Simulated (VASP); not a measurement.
# TiCo in VASP: a series of runs

TiCo is run at these levels: PBEsol; tasks: single point, relaxation of cell and atoms.

All numbers are computed with VASP 6.6.1; they aren't measurements. Logs are shortened: lines on timing, memory, paths and dates and some standing lists are left out, and cuts for length are marked.

## (1) The cell of the first run

The structure is tetragonal, space group P4/mmm (No. 123). The conventional cell has a = 2.997 Å, b = 2.997 Å, c = 2.903 Å, α = 90.00°, β = 90.00°, γ = 90.00°. Ti (site symmetry 4/mmm) has 8 Co at 2.57 Å and 6 Ti at 2.90 to 3.00 Å within 3.4 Å. Co (site symmetry 4/mmm) has 8 Ti at 2.57 Å and 6 Co at 2.90 to 3.00 Å within 3.4 Å.

## (2) Single point, PBEsol, collinear spin, ferromagnetic start (biaxial strain in the a-b plane: +2.0 %)

File INCAR:

```
SYSTEM = TiCo
PREC = Accurate ; ENCUT = 520
EDIFF = 1E-6 ; ISMEAR = 0
SIGMA = 0.1 ; LREAL = .FALSE.
LASPH = .TRUE. ; NELM = 150
ALGO = Fast ; ISIF = 2
LWAVE = .FALSE. ; LCHARG = .TRUE.
ISPIN = 2 ; MAGMOM = 0 0.75
LORBIT = 11 ; LMAXMIX = 4
GGA = PS ; LELF = .TRUE.
LVHAR = .TRUE. ; NBANDS = 22
```

File KPOINTS:

```
regular mesh
0
G
  18 18 18
  0 0 0
```

File POSCAR:

```
TiCo
1.0
    2.9972774754      0.0000000000      0.0000000000
    0.0000000000      2.9972774754      0.0000000000
    0.0000000000      0.0000000000      2.9032452408
Ti Co
1 1
Direct
    0.0000000000      0.0000000000      0.0000000000
    0.5000000000      0.5000000000      0.5000000000
```

Potentials or basis: VASP PAW PBE potentials, release 64 (Ti_sv, Co).

Started as:

```bash
cat potpaw_PBE.64/Ti_sv/POTCAR potpaw_PBE.64/Co/POTCAR > POTCAR
mpirun -np 1 vasp_std > vasp.out
```

OUTCAR:

```text
SYSTEM = TiCo
   PREC = Accurate
   ENCUT = 520
   EDIFF = 1E-6
   ISMEAR = 0
   LREAL = .FALSE.
   LASPH = .TRUE.
   NELM = 150
   ISIF = 2
   ISPIN = 2
   LORBIT = 11
   GGA = PS

 ion  position               nearest neighbor table
   1  0.000  0.000  0.000-   2 2.57   2 2.57   2 2.57   2 2.57   2 2.57   2 2.57   2 2.57   2 2.57

   2  0.500  0.500  0.500-   1 2.57   1 2.57   1 2.57   1 2.57   1 2.57   1 2.57   1 2.57   1 2.57

  LATTYP: Found a simple tetragonal cell.
 ALAT       =     2.9972774754
 C/A-ratio  =     0.9686274510

  Lattice vectors:

 A1 = (   2.9972774754,   0.0000000000,   0.0000000000)
 A2 = (   0.0000000000,   2.9972774754,   0.0000000000)
 A3 = (   0.0000000000,   0.0000000000,   2.9032452408)

Analysis of symmetry for initial positions (statically):
=====================================================================
 Subroutine PRICEL returns:
 Original cell was already a primitive cell.

 Routine SETGRP: Setting up the symmetry group for a
 simple tetragonal supercell.

 Subroutine GETGRP returns: Found 16 space group operations
 (whereof 16 operations were pure point group operations)
 out of a pool of 16 trial point group operations.

The static configuration has the point symmetry D_4h.

Analysis of symmetry for dynamics (positions and initial velocities):
=====================================================================
 Subroutine PRICEL returns:
 Original cell was already a primitive cell.

 Routine SETGRP: Setting up the symmetry group for a
 simple tetragonal supercell.

 Subroutine GETGRP returns: Found 16 space group operations
 (whereof 16 operations were pure point group operations)
 out of a pool of 16 trial point group operations.

The dynamic configuration has the point symmetry D_4h.

Analysis of structural, dynamic, and magnetic symmetry:
=====================================================================
 Subroutine PRICEL returns:
 Original cell was already a primitive cell.

 Routine SETGRP: Setting up the symmetry group for a
 simple tetragonal supercell.

 Subroutine GETGRP returns: Found 16 space group operations
 (whereof 16 operations were pure point group operations)
 out of a pool of 16 trial point group operations.

The overall configuration has the point symmetry D_4h.

 Subroutine INISYM returns: Found 16 space group operations
 (whereof 16 operations are pure point group operations),
 and found     1 'primitive' translations

----------------------------------------------------------------------------------------

                                     Primitive cell

  volume of cell :      26.0818

  direct lattice vectors                    reciprocal lattice vectors
     2.997277475  0.000000000  0.000000000     0.333636111  0.000000000  0.000000000
     0.000000000  2.997277475  0.000000000     0.000000000  0.333636111  0.000000000
     0.000000000  0.000000000  2.903245241     0.000000000  0.000000000  0.344442139

  length of vectors
     2.997277475  2.997277475  2.903245241     0.333636111  0.333636111  0.344442139

  position of ions in fractional coordinates (direct lattice)
     0.000000000  0.000000000  0.000000000
     0.500000000  0.500000000  0.500000000

  ion indices of the primitive-cell ions
   primitive index   ion index
                 1           1
                 2           2

----------------------------------------------------------------------------------------

 KPOINTS: regular mesh

Automatic generation of k-mesh.
 Grid dimensions read from file:
 generate k-points for:   18   18   18

 Generating k-lattice:

  Cartesian coordinates                     Fractional coordinates (reciprocal lattice)
     0.018535339  0.000000000  0.000000000     0.055555556  0.000000000  0.000000000
     0.000000000  0.018535339  0.000000000     0.000000000  0.055555556  0.000000000
     0.000000000  0.000000000  0.019135674     0.000000000  0.000000000  0.055555556

  Length of vectors
     0.018535339  0.018535339  0.019135674

  Shift w.r.t. Gamma in fractional coordinates (k-lattice)
     0.000000000  0.000000000  0.000000000

 Subroutine IBZKPT returns following result:
 ===========================================

 Found    550 irreducible k-points:

 Following reciprocal coordinates:
            Coordinates               Weight
  0.000000  0.000000  0.000000      1.000000
  0.055556  0.000000  0.000000      4.000000
  0.111111  0.000000  0.000000      4.000000
  0.166667  0.000000  0.000000      4.000000
  0.222222  0.000000  0.000000      4.000000
  0.277778  0.000000  0.000000      4.000000
[... 16 lines left out ...]
  0.277778  0.111111  0.000000      8.000000
  0.333333  0.111111  0.000000      8.000000
 [... further k-points ...]
   k-points           NKPTS =    550   k-points in BZ     NKDIM =    550   number of bands    NBANDS=     22
   number of dos      NEDOS =    301   number of ions     NIONS =      2
   total plane-waves  NPLWV =  13824
   dimension x,y,z NGX =    24 NGY =   24 NGZ =   24
   dimension x,y,z NGXF=    48 NGYF=   48 NGZF=   48
   ions per type =               1   1
   NGX,Y,Z   is equivalent  to a cutoff of  13.31, 13.31, 13.74 a.u.
   NGXF,Y,Z  is equivalent  to a cutoff of  26.62, 26.62, 27.49 a.u.
 SYSTEM =  TiCo
   PREC   = accura    normal or accurate (medium, high low for compatibility)
   ISTART =      0    job   : 0-new  1-cont  2-samecut
   ICHARG =      2    charge: 1-file 2-atom 10-const
   ISPIN  =      2    spin polarized calculation?
   LNONCOLLINEAR =      F non collinear calculations
   LSORBIT =      F    spin-orbit coupling
   LASPH  =      T    aspherical Exc in radial PAW
   ENCUT  =  520.0 eV  38.22 Ry    6.18 a.u.   5.57  5.57  5.40*2*pi/ulx,y,z
   NELM   =    150;   NELMIN=  2; NELMDL= -5     # of ELM steps
   EDIFF  = 0.1E-05   stopping-criterion for ELM
   LREAL  =      F    real-space projection
   EDIFFG = 0.1E-04   stopping-criterion for IOM
   NSW    =      0    number of steps for IOM
   IBRION =     -1    ionic relax: 0-MD 1-quasi-New 2-CG
   NFREE  =      0    steps in history (QN), initial steepest desc. (CG)
   ISIF   =      2    stress and relaxation
   ISYM   =      2    0-nonsym 1-usesym 2-fastsym
   POTIM  = 0.5000    time-step for ionic-motion
   TEBEG  =    0.0;   TEEND  =   0.0 temperature during run
   PSTRESS=    0.0 pullay stress
   NELECT =      21.0000    total number of electrons
   NUPDOWN=      -1.0000    fix difference up-down
   EMIN   =  10.00;   EMAX   =-10.00  energy-range for DOS
   EFERMI =   0.00;   METHOD = LEGACY
   ISMEAR =     0;   SIGMA  =   0.10  broadening in eV -4-tet -1-fermi 0-gaus
   EFERMI_NEDOS =   21; number of points for ismear=-14 and -15
   IALGO  =     68    algorithm
   IMIX   =      4    mixing-type and parameters
     AMIX     =   0.40;   BMIX     =  1.00
     AMIX_MAG =   1.60;   BMIX_MAG =  1.00
  volume/ion in A,a.u.               =      13.04        88.00
  Fermi-wavevector in a.u.,A,eV,Ry     =   1.523008  2.878067 31.559421  2.319552
  Thomas-Fermi vector in A             =   2.631509
   LORBIT       =     11    0 simple, 1 ext, 2 COOP (PROOUT), +10 PAW based schemes
   GGA     = PS    functional components
   LHFCALC =     F    Hartree Fock is set to
   AEXX    =    0.0000 exact exchange contribution
   IVDW    =     0    specifies the selected vdW correction
   LEPSILON=     F    determine dielectric tensor
   LRPA    =     F    only Hartree local field effects (RPA)
 spin polarized calculation
 RMM-DIIS sequential band-by-band and
 Gauss-broadening in eV      SIGMA  =   0.10
  energy-cutoff  :      520.00
  volume of cell :       26.08
 maximum number of plane-waves:       727
 NGX is ok and might be reduce to    24
   NGX = 11   NGY = 11   NGZ = 11

 number of electron      20.9999997 magnetization       0.6879658

 Free energy of the ion-electron system (eV)
  ---------------------------------------------------
  ext. energy  EPLUGINS =         0.00000000
  ---------------------------------------------------
  free energy    TOTEN  =       -16.88845252 eV

  energy without entropy =      -16.87707652  energy(sigma->0) =      -16.88276452

 E-fermi :  10.0314     XC(G=0): -12.8445

 val. band max:       10.0310477084   @ k =   0.5000   0.2778   0.2778
 cond. band min:      10.0315141720   @ k =   0.5000   0.3333   0.1667
 fundamental gap:      0.0004664636
 Fermi energy:        10.0314236008

 spin component 1

 k-point     1 :       0.0000    0.0000    0.0000
  band No.  band energies     occupation
      1     -46.8647      1.00000
      2     -23.0636      1.00000
      3     -23.0636      1.00000
      4     -23.0167      1.00000
      5       2.2467      1.00000
      6       5.8434      1.00000
[... 14 lines left out ...]
     21      29.8238      0.00000
     22      30.8846      0.00000
[... 552 lines left out ...]
  band No.  band energies     occupation
      1     -46.8377      1.00000
      2     -23.2836      1.00000
      3     -23.0808      1.00000
      4     -22.9984      1.00000
      5       4.4003      1.00000
      6       6.5023      1.00000
[... 14 lines left out ...]
     21      28.1167      0.00000
     22      29.4423      0.00000

 [... further k-points ...]

 spin component 2

 k-point     1 :       0.0000    0.0000    0.0000
  band No.  band energies     occupation
      1     -46.8658      1.00000
      2     -23.0672      1.00000
      3     -23.0672      1.00000
      4     -23.0158      1.00000
      5       2.2657      1.00000
      6       6.3089      1.00000
[... 14 lines left out ...]
     21      30.1728      0.00000
     22      30.8340      0.00000
[... 552 lines left out ...]
  band No.  band energies     occupation
      1     -46.8386      1.00000
      2     -23.2886      1.00000
      3     -23.0846      1.00000
      4     -22.9974      1.00000
      5       4.4370      1.00000
      6       6.9094      1.00000
[... 14 lines left out ...]
     21      28.1882      0.00000
     22      29.3976      0.00000

 [... further k-points ...]

------------------------ aborting loop because EDIFF is reached ----------------------------------------

  FORCE on cell =-STRESS in cart. coord.  units (eV):
  Direction    XX          YY          ZZ          XY          YZ          ZX
  --------------------------------------------------------------------------------------
  -------------------------------------------------------------------------------------
  Total       -0.9866107     -0.9866107     -0.4546636      0.0000000      0.0000000      0.0000000
  in kB      -60.6064396    -60.6064396    -27.9294986      0.0000000      0.0000000      0.0000000
  external PRESSURE =     -49.7141259 kB  Pullay stress =       0.0000000 kB

 VOLUME and BASIS-vectors are now :
 -----------------------------------------------------------------------------
  energy-cutoff  :      520.00
  volume of cell :       26.08
      direct lattice vectors                 reciprocal lattice vectors
     2.997277475  0.000000000  0.000000000     0.333636111  0.000000000  0.000000000
     0.000000000  2.997277475  0.000000000     0.000000000  0.333636111  0.000000000
     0.000000000  0.000000000  2.903245241     0.000000000  0.000000000  0.344442139

 POSITION                                       TOTAL-FORCE (eV/Angst)
 -----------------------------------------------------------------------------------
      0.00000      0.00000      0.00000         0.000000      0.000000      0.000000
      1.49864      1.49864      1.45162         0.000000      0.000000      0.000000
 -----------------------------------------------------------------------------------
    total drift:                                0.000000      0.000000     -0.000000

  FREE ENERGIE OF THE ION-ELECTRON SYSTEM (eV)
  ---------------------------------------------------
  free  energy   TOTEN  =       -16.8884525162 eV

  energy  without entropy=      -16.8770765190  energy(sigma->0) =      -16.88276452

 total charge

# of ion       s       p       d       tot
------------------------------------------
    1        2.253   6.188   1.875  10.316
    2        0.532   0.466   7.330   8.328
--------------------------------------------------
tot          2.785   6.654   9.205  18.644

 magnetization (x)

# of ion       s       p       d       tot
------------------------------------------
    1       -0.002  -0.009  -0.004  -0.015
    2        0.024  -0.002   0.709   0.731
--------------------------------------------------
tot          0.022  -0.011   0.705   0.716
```

Run time: 6.4 min. Hardware: 1 thread of AMD EPYC 9R45 (Zen 5), shared host; peak memory 0.51 GiB.

What came out:

```yaml
Free_energy: -16.8885 eV
Pressure: -5.0 GPa
Net_moment: 0.69 μB per cell
Site_moments: Ti -0.01; Co +0.73 μB
Valence_electrons_inside_the_program's_atomic_spheres: Ti 10.32; Co 8.33
```

Stress tensor (GPa, compression positive):
```
-6.06  0.00  0.00
 0.00 -6.06  0.00
 0.00  0.00 -2.79
```

Levels at points of the mesh, in eV from the Fermi level:
Spin up:
| k point | band 9 | band 10 | band 11 | band 12 | band 13 | band 14 |
| --- | --- | --- | --- | --- | --- | --- |
| (0.00, 0.00, 0.00) | -1.74 | -1.74 | 0.45 | 0.67 | 2.75 | 2.78 |
| (0.50, 0.00, 0.00) | -1.81 | -1.38 | -0.82 | -0.49 | 0.59 | 0.88 |
| (0.50, 0.50, 0.00) | -1.30 | -0.75 | 0.49 | 0.49 | 0.95 | 2.59 |
| (0.00, 0.00, 0.50) | -1.94 | -1.45 | -0.68 | -0.19 | 0.53 | 0.53 |
| (0.50, 0.00, 0.50) | -1.25 | -0.52 | 0.71 | 0.77 | 1.25 | 2.49 |
| (0.50, 0.50, 0.50) | -2.20 | -2.05 | -1.26 | -1.20 | 3.18 | 3.34 |
Spin down:
```tsv
k point	band 6	band 7	band 8	band 9	band 10	band 11	band 12	band 13	band 14	band 15
(0.00, 0.00, 0.00)	-3.72	-3.64	-1.43	-1.28	-1.28	0.86	1.09	2.84	2.86	2.86
(0.50, 0.00, 0.00)	-3.89	-2.08	-1.43	-1.32	-0.88	-0.85	0.38	0.60	0.89	2.34
(0.50, 0.50, 0.00)	-3.74	-2.18	-2.18	-0.23	0.04	0.49	0.49	1.12	2.75	2.75
(0.00, 0.00, 0.50)	-3.73	-2.03	-1.46	-1.46	-0.91	-0.75	0.54	0.54	0.68	2.23
(0.50, 0.00, 0.50)	-3.76	-2.41	-2.41	-0.17	0.27	0.71	0.79	1.40	2.67	2.76
(0.50, 0.50, 0.50)	-2.36	-2.27	-2.19	-2.19	-2.04	-0.18	-0.09	3.14	3.31	7.33
```

Caveat: the cell differs from its parent crystal (biaxial strain in the a-b plane: +2.0 %); the cell stands under tension; the PAW data sets were made with another functional, which shifts forces and pressure a little.

## (3) Relaxation of cell and atoms, PBEsol, collinear spin, ferromagnetic start, target pressure 1 GPa, at which the enthalpy is minimised

This run uses another cell than the first one, of 12.56 Å³/atom.

File INCAR:

```
  ALGO = Fast
  EDIFF = 1E-6
  EDIFFG = -0.008
  ENCUT = 600
  GGA = PS
  IBRION = 2
  ISIF = 3
  ISMEAR = 0
  ISPIN = 2
  LASPH = True
  LCHARG = False
  LMAXMIX = 4
  LORBIT = 11
  LREAL = False
  LWAVE = False
  MAGMOM = 0 0.75
  NELM = 150
  NSW = 70
  PREC = Accurate
  PSTRESS = 10.0
  SIGMA = 0.1
```

File KPOINTS:

```
k-points
0
Gamma
  14 14 14
```

File POSCAR:

```
TiCo
1.0
    2.9289884002      0.0000000000      0.0000000000
    0.0000000000      2.9289884002      0.0000000000
    0.0000000000      0.0000000000      2.9289884002
Ti Co
1 1
Direct
    0.0000000000      0.0000000000      0.0000000000
    0.5000000000      0.5000000000      0.5000000000
```

Potentials or basis: VASP PAW PBE potentials, release 64 (Ti_sv, Co).

Started as:

```bash
cat potpaw_PBE.64/Ti_sv/POTCAR potpaw_PBE.64/Co/POTCAR > POTCAR
mpirun -np 1 vasp_std > vasp.out
```

Run time: 63 s. Hardware: 1 thread of Intel Xeon Platinum 8488C (Sapphire Rapids), shared host; peak memory 0.22 GiB.

It converged, with:

```yaml
Free_energy: -16.9060 eV
Pressure_after_relaxing: 1.1 GPa
Net_moment: 0.55 μB per cell
Site_moments: Ti -0.01; Co +0.57 μB
Valence_electrons_inside_the_program's_atomic_spheres: Ti 10.37; Co 8.40
```

Final structure:
```
Ti Co
1.0
     2.92899    0.00000    0.00000
     0.00000    2.92899    0.00000
     0.00000    0.00000    2.92899
Ti Co
1 1
Direct
  0.00000 0.00000 0.00000
  0.50000 0.50000 0.50000
```

Levels at points of the mesh, in eV from the Fermi level:
Spin up:
```csv
k point,band 8,band 9,band 10,band 11,band 12,band 13,band 14
"(0.00, 0.00, 0.00)",-1.81,-1.81,-1.81,0.62,0.62,2.89,2.89
"(0.50, 0.00, 0.00)",-1.90,-1.90,-1.39,-0.88,-0.25,0.65,0.65
"(0.50, 0.50, 0.00)",-2.79,-1.15,-0.52,0.70,0.70,1.22,2.69
"(0.50, 0.50, 0.50)",-2.29,-2.29,-2.29,-1.12,-1.12,3.39,3.39
```
Spin down:
```tsv
k point	band 7	band 8	band 9	band 10	band 11	band 12	band 13	band 14
(0.00, 0.00, 0.00)	-3.94	-1.45	-1.45	-1.45	0.96	0.96	2.96	2.96
(0.50, 0.00, 0.00)	-2.29	-1.52	-1.52	-0.97	-0.93	0.43	0.67	0.67
(0.50, 0.50, 0.00)	-2.50	-2.50	-0.30	0.10	0.71	0.71	1.34	2.83
(0.50, 0.50, 0.50)	-2.47	-2.27	-2.27	-2.27	-0.26	-0.26	3.36	3.36
```

Caveat: the relaxation stopped at its first step, so nothing moved; the cell is relaxed towards a set pressure, so the run minimises the enthalpy, not the energy; the PAW data sets were made with another functional, which shifts forces and pressure a little.
